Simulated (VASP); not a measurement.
Input of a VASP 6.6.1 run:

Contents of INCAR:

```
SYSTEM = BN
PREC = Accurate ; ENCUT = 600
EDIFF = 1E-6 ; ISMEAR = 0
SIGMA = 0.02 ; LREAL = .FALSE.
LASPH = .TRUE. ; NELM = 120
ALGO = Normal ; ISIF = 2
LWAVE = .FALSE. ; LCHARG = .FALSE.
GGA = PE ; IVDW = 12
NBANDS = 11 ; GGA_COMPAT = .FALSE.
```

The input KPOINTS:

```
regular mesh
0
G
  12 12 12
  0 0 0
```

The input POSCAR:

```
BN
1.0
    0.0000000000      1.7664424186      1.7664424186
    1.7664424186      0.0000000000      1.7664424186
    1.7664424186      1.7664424186      0.0000000000
B N
1 1
Direct
    0.0000000000      0.0000000000      0.0000000000
    0.2500000000      0.2500000000      0.2500000000
```

Potentials or basis: VASP PAW PBE potentials, release 64 (B, N).

Run with:

```sh
$ cat potpaw_PBE.64/B/POTCAR potpaw_PBE.64/N/POTCAR > POTCAR
$ mpirun -np 1 vasp_std > vasp.out
```

Predict the band gap on the k mesh.

4.53 eV, indirect (least direct gap 9.15 eV).

Estimate the dispersion energy per atom.

-0.224 eV.

 A k mesh can miss the band edges.
